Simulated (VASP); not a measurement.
# CaO (Fm-3m) in VASP: a series of runs, part 2 of 2

VASP 6.6.1.

## (3) Single point, r2SCAN0

POSCAR reads:

```
CaO
1.0
    0.0000000000      2.4035556960      2.4035556960
    2.4035556960      0.0000000000      2.4035556960
    2.4035556960      2.4035556960      0.0000000000
Ca O
1 1
Direct
    0.0000000000      0.0000000000      0.0000000000
    0.5000000000      0.5000000000      0.5000000000
```

INCAR.step1 reads:

```
PREC = Accurate
ENCUT = 1100
EDIFF = 1E-5
ISMEAR = -1
SIGMA = 0.05
LREAL = False
LASPH = True
NELM = 120
ALGO = Normal
ISIF = 2
LWAVE = True
LCHARG = False
NBANDS = 15
GGA = PE
GGA_COMPAT = False
```

INCAR.step2 reads:

```
PREC = Accurate
ENCUT = 1100
EDIFF = 1E-6
ISMEAR = -1
SIGMA = 0.05
LREAL = False
LASPH = True
NELM = 120
ALGO = Normal
ISIF = 2
LWAVE = False
LCHARG = False
METAGGA = R2SCAN
LHFCALC = True
AEXX = 0.25
LMIXTAU = True
PRECFOCK = Normal
NBANDS = 15
ISTART = 1
GGA_COMPAT = False
```

KPOINTS reads:

```
Automatic mesh
0
Gamma
  5 5 5
```

Potentials or basis: VASP PAW PBE potentials, release 64 (Ca_sv, O_h).

On the command line:

```console
$ cat potpaw_PBE.64/Ca_sv/POTCAR potpaw_PBE.64/O_h/POTCAR > POTCAR
$ cp INCAR.step1 INCAR
$ mpirun -np 1 vasp_std > vasp.out
$ cp INCAR.step2 INCAR
$ mpirun -np 1 vasp_std > vasp.out
```

OUTCAR:

```text
PREC = Accurate
   ENCUT = 1100
   EDIFF = 1E-6
   ISMEAR = -1
   LREAL = False
   LASPH = True
   NELM = 120
   ISIF = 2
   METAGGA = R2SCAN
   LHFCALC = True
   AEXX = 0.25
   PRECFOCK = Normal
   ISTART = 1

 ion  position               nearest neighbor table
   1  0.000  0.000  0.000-
   2  0.500  0.500  0.500-

  LATTYP: Found a face centered cubic cell.
 ALAT       =     4.8071113920

  Lattice vectors:

 A1 = (   0.0000000000,   2.4035556960,   2.4035556960)
 A2 = (   2.4035556960,   0.0000000000,   2.4035556960)
 A3 = (   2.4035556960,   2.4035556960,   0.0000000000)

Analysis of symmetry for initial positions (statically):
=====================================================================
 Subroutine PRICEL returns:
 Original cell was already a primitive cell.

 Routine SETGRP: Setting up the symmetry group for a
 face centered cubic supercell.

 Subroutine GETGRP returns: Found 48 space group operations
 (whereof 48 operations were pure point group operations)
 out of a pool of 48 trial point group operations.

The static configuration has the point symmetry O_h .

Analysis of symmetry for dynamics (positions and initial velocities):
=====================================================================
 Subroutine PRICEL returns:
 Original cell was already a primitive cell.

 Routine SETGRP: Setting up the symmetry group for a
 face centered cubic supercell.

 Subroutine GETGRP returns: Found 48 space group operations
 (whereof 48 operations were pure point group operations)
 out of a pool of 48 trial point group operations.

The dynamic configuration has the point symmetry O_h .

 Subroutine INISYM returns: Found 48 space group operations
 (whereof 48 operations are pure point group operations),
 and found     1 'primitive' translations

[... 111 lines left out ...]
   AEXX    =    0.2500 exact exchange contribution
   HFSCREEN=    0.0000 screening length (either q_TF or 0.3 A-1)
   HFSCREENC=   0.0000 screening length for correlation (either q_TF or 0.3 A-1)
   ENCUTFOCK=  -1.0 apply spherical cutoff to Coloumb kernel
   IVDW    =     0    specifies the selected vdW correction
   LEPSILON=     F    determine dielectric tensor
   LRPA    =     F    only Hartree local field effects (RPA)
 non-spin polarized calculation
  energy-cutoff  :     1100.00
  volume of cell :       27.77
 maximum number of plane-waves:      2313
 NGX is ok and might be reduce to    40
  NGX = 28; NGY = 28; NGZ = 28

 number of electron      16.0000001 magnetization

 Free energy of the ion-electron system (eV)
  ---------------------------------------------------
  ext. energy  EPLUGINS =         0.00000000
  ---------------------------------------------------
  free energy    TOTEN  =       -20.50029513 eV

  energy without entropy =      -20.50029513  energy(sigma->0) =      -20.50029513

 E-fermi :   2.0384     XC(G=0):  -8.6293

 val. band max:        0.9200948423   @ k =   0.0000   0.0000   0.0000
 cond. band min:       7.5577314702   @ k =   0.4000   0.4000   0.0000
 fundamental gap:      6.6376366279
 Fermi energy:         2.0383669133

 k-point     1 :       0.0000    0.0000    0.0000
  band No.  band energies     occupation
      1     -40.1900      2.00000
      2     -18.8992      2.00000
      3     -18.8992      2.00000
      4     -18.8992      2.00000
      5     -16.7360      2.00000
      6       0.9201      2.00000
      7       0.9201      2.00000
      8       0.9201      2.00000
      9       8.3540      0.00000
     10      10.3236      0.00000
     11      10.3236      0.00000
     12      10.3236      0.00000
     13      12.0386      0.00000
     14      12.0386      0.00000
[... 149 lines left out ...]
      2     -19.7065      2.00000
      3     -19.2498      2.00000
      4     -19.1473      2.00000
      5     -15.8787      2.00000
      6      -0.8076      2.00000
      7      -0.1996      2.00000
      8      -0.0385      2.00000
      9       9.5489      0.00000
     10      11.3340      0.00000
     11      12.8604      0.00000
     12      13.7483      0.00000
     13      14.5303      0.00000
     14      16.9174      0.00000
     15      18.7515      0.00000

------------------------ aborting loop because EDIFF is reached ----------------------------------------

  FORCE on cell =-STRESS in cart. coord.  units (eV):
  Direction    XX          YY          ZZ          XY          YZ          ZX
  --------------------------------------------------------------------------------------
  -------------------------------------------------------------------------------------
  Total       -0.1920576     -0.1920576     -0.1920576     -0.0000000      0.0000000      0.0000000
  in kB      -11.0802494    -11.0802494    -11.0802494     -0.0000000      0.0000000      0.0000000
  external PRESSURE =     -11.0802494 kB  Pullay stress =       0.0000000 kB

 VOLUME and BASIS-vectors are now :
 -----------------------------------------------------------------------------
  energy-cutoff  :     1100.00
  volume of cell :       27.77
      direct lattice vectors                 reciprocal lattice vectors
     0.000000000  2.403555696  2.403555696    -0.208025136  0.208025136  0.208025136
     2.403555696  0.000000000  2.403555696     0.208025136 -0.208025136  0.208025136
     2.403555696  2.403555696  0.000000000     0.208025136  0.208025136 -0.208025136

 POSITION                                       TOTAL-FORCE (eV/Angst)
 -----------------------------------------------------------------------------------
      0.00000      0.00000      0.00000         0.000000      0.000000      0.000000
      2.40356      2.40356      2.40356        -0.000000     -0.000000     -0.000000
 -----------------------------------------------------------------------------------
    total drift:                                0.000000     -0.000000     -0.000000

  FREE ENERGIE OF THE ION-ELECTRON SYSTEM (eV)
  ---------------------------------------------------
  free  energy   TOTEN  =       -20.5002951304 eV

  energy  without entropy=      -20.5002951304  energy(sigma->0) =      -20.50029513
```

OUTCAR.step1:

```text
PREC = Accurate
   ENCUT = 1100
   EDIFF = 1E-5
   ISMEAR = -1
   LREAL = False
[... 385 lines left out ...]
      0.00000      0.00000      0.00000         0.000000      0.000000      0.000000
      2.40356      2.40356      2.40356        -0.000000     -0.000000     -0.000000
 -----------------------------------------------------------------------------------
    total drift:                                0.000000     -0.000000      0.000000

  FREE ENERGIE OF THE ION-ELECTRON SYSTEM (eV)
  ---------------------------------------------------
  free  energy   TOTEN  =       -12.8075759970 eV

  energy  without entropy=      -12.8075759970  energy(sigma->0) =      -12.80757600
```

OSZICAR.step1:

```text
N       E                     dE             d eps       ncg     rms          rms(c)
DAV:   1     0.180853255699E+03    0.18085E+03   -0.12971E+04   300   0.194E+03
DAV:   2     0.209197556415E+01   -0.17876E+03   -0.16355E+03   363   0.382E+02
DAV:   3    -0.140105548094E+02   -0.16103E+02   -0.15652E+02   379   0.100E+02
DAV:   4    -0.144992913373E+02   -0.48874E+00   -0.48842E+00   398   0.163E+01
DAV:   5    -0.145049371369E+02   -0.56458E-02   -0.56429E-02   393   0.151E+00    0.873E+00
DAV:   6    -0.128785785714E+02    0.16264E+01   -0.49866E+00   387   0.218E+01    0.370E+00
DAV:   7    -0.128109320351E+02    0.67647E-01   -0.43360E-01   342   0.722E+00    0.183E+00
DAV:   8    -0.128092461895E+02    0.16858E-02   -0.97764E-02   384   0.356E+00    0.527E-01
DAV:   9    -0.128069035824E+02    0.23426E-02   -0.62694E-03   314   0.701E-01    0.134E-01
DAV:  10    -0.128075956915E+02   -0.69211E-03   -0.92662E-04   342   0.300E-01    0.456E-02
DAV:  11    -0.128075754002E+02    0.20291E-04   -0.55831E-05   419   0.898E-02    0.833E-03
DAV:  12    -0.128075759970E+02   -0.59679E-06   -0.85317E-06   278   0.330E-02
   1 F= -.12807576E+02 E0= -.12807576E+02  d E =-.514004E-11
```

Run time: 12 min. Hardware: 1 thread of Intel Xeon 6975P-C (Granite Rapids), shared host; peak memory 0.28 GiB.

Results:

| Quantity | Value |
| --- | --- |
| Free energy | -20.5003 eV |
| Pressure | -1.1 GPa |
| Band gap on the k mesh | 6.64 eV (least direct gap 7.06 eV) |

Levels at points of the mesh, in eV from the valence-band top:
| k point | band 6 | band 7 | band 8 | band 9 | band 10 | band 11 |
| --- | --- | --- | --- | --- | --- | --- |
| (0.00, 0.00, 0.00) | 0.00 | 0.00 | 0.00 | 7.43 | 9.40 | 9.40 |

Caveat: the k points lie up to 0.45 Å⁻¹ apart; the PAW data sets were made with another functional, which shifts forces and pressure a little; an odd mesh through Γ misses points on the zone boundary, where band edges can lie.

## (4) Single point, LDA

This run uses another cell than the first one, of 13.04 Å³/atom.

INCAR reads:

```
  PREC = Accurate
  ENCUT = 1340
  EDIFF = 1E-6
  ISMEAR = -1
  SIGMA = 0.05
  LREAL = False
  LASPH = True
  NELM = 120
  ALGO = Normal
  ISIF = 2
  LWAVE = False
  LCHARG = False
  GGA = CA
  NBANDS = 15
  GGA_COMPAT = False
```

KPOINTS reads:

```
regular mesh
0
Gamma
  10 10 10
```

POSCAR reads:

```
CaO
1.0
    0.0000000000      2.3539518073      2.3539518073
    2.3539518073      0.0000000000      2.3539518073
    2.3539518073      2.3539518073      0.0000000000
Ca O
1 1
Direct
    0.0000000000      0.0000000000      0.0000000000
    0.5000000000      0.5000000000      0.5000000000
```

Potentials or basis: VASP PAW LDA potentials, release 64 (Ca_sv, O_h).

On the command line:

```console
$ cat potpaw_LDA.64/Ca_sv/POTCAR potpaw_LDA.64/O_h/POTCAR > POTCAR
$ mpirun -np 1 vasp_std > vasp.out
```

OUTCAR:

```text
PREC = Accurate
   ENCUT = 1340
   EDIFF = 1E-6
   ISMEAR = -1
   LREAL = False
   LASPH = True
   NELM = 120
   ISIF = 2
   GGA = CA

 ion  position               nearest neighbor table
   1  0.000  0.000  0.000-
   2  0.500  0.500  0.500-

  LATTYP: Found a face centered cubic cell.
 ALAT       =     4.7079036146

  Lattice vectors:

[... 613 lines left out ...]
     14      13.9682      0.00000
     15      18.8951      0.00000

 [... further k-points ...]

------------------------ aborting loop because EDIFF is reached ----------------------------------------

  FORCE on cell =-STRESS in cart. coord.  units (eV):
  Direction    XX          YY          ZZ          XY          YZ          ZX
  --------------------------------------------------------------------------------------
  -------------------------------------------------------------------------------------
  Total        0.1461553      0.1461553      0.1461553      0.0000000     -0.0000000      0.0000000
  in kB        8.9764053      8.9764053      8.9764053      0.0000000     -0.0000000      0.0000000
  external PRESSURE =       8.9764053 kB  Pullay stress =       0.0000000 kB

 VOLUME and BASIS-vectors are now :
 -----------------------------------------------------------------------------
  energy-cutoff  :     1340.00
  volume of cell :       26.09
      direct lattice vectors                 reciprocal lattice vectors
     0.000000000  2.353951807  2.353951807    -0.212408767  0.212408767  0.212408767
     2.353951807  0.000000000  2.353951807     0.212408767 -0.212408767  0.212408767
     2.353951807  2.353951807  0.000000000     0.212408767  0.212408767 -0.212408767

 POSITION                                       TOTAL-FORCE (eV/Angst)
 -----------------------------------------------------------------------------------
      0.00000      0.00000      0.00000         0.000000      0.000000      0.000000
      2.35395      2.35395      2.35395        -0.000000     -0.000000     -0.000000
 -----------------------------------------------------------------------------------
    total drift:                                0.000000     -0.000000      0.000000

  FREE ENERGIE OF THE ION-ELECTRON SYSTEM (eV)
  ---------------------------------------------------
  free  energy   TOTEN  =       -14.2284693680 eV

  energy  without entropy=      -14.2284693680  energy(sigma->0) =      -14.22846937
```

Run time: 54 s. Hardware: 1 thread of Intel Xeon Platinum 8259CL at 2.50GHz (Skylake/Cascade Lake), shared host; peak memory 0.25 GiB.

What came out:

```yaml
Free_energy: -14.2285 eV
Pressure: 0.9 GPa
Band_gap_on_the_k_mesh: 3.42 eV (least direct gap 3.78 eV)
```

## (5) The runs side by side

```tsv
level	potentials or basis	cell	k mesh	cutoff (eV)	grid for exact exchange (PRECFOCK)	share of exact exchange	screening parameter	gap on the mesh (eV)	pressure (GPa)
HSE06	VASP PAW PBE potentials, release 64 (Ca_sv, O)	a = 3.399 Å, angles 60.0°, 2 atoms	6 × 6 × 6	520	Normal	0.25	0.2079 1/Å	5.30	0.1
r2SCAN0	VASP PAW PBE potentials, release 64 (Ca_sv, O_h)	a = 3.399 Å, angles 60.0°, 2 atoms	5 × 5 × 5	1100	Normal	0.25	-	6.64	-1.1
LDA	VASP PAW LDA potentials, release 64 (Ca_sv, O_h)	a = 3.329 Å, angles 60.0°, 2 atoms	10 × 10 × 10	1340	-	-	-	3.42	0.9
```

Alike in all rows: task single point; no spin polarisation; smearing fermi-dirac 0.05 eV.

Caveats: some runs use coarse meshes; the PAW data sets were made with another functional, which shifts forces and pressure a little (at least some runs); an odd mesh through Γ misses points on the zone boundary, where band edges can lie (at least some runs).

Absolute energies hang on the potentials; compare differences alone.
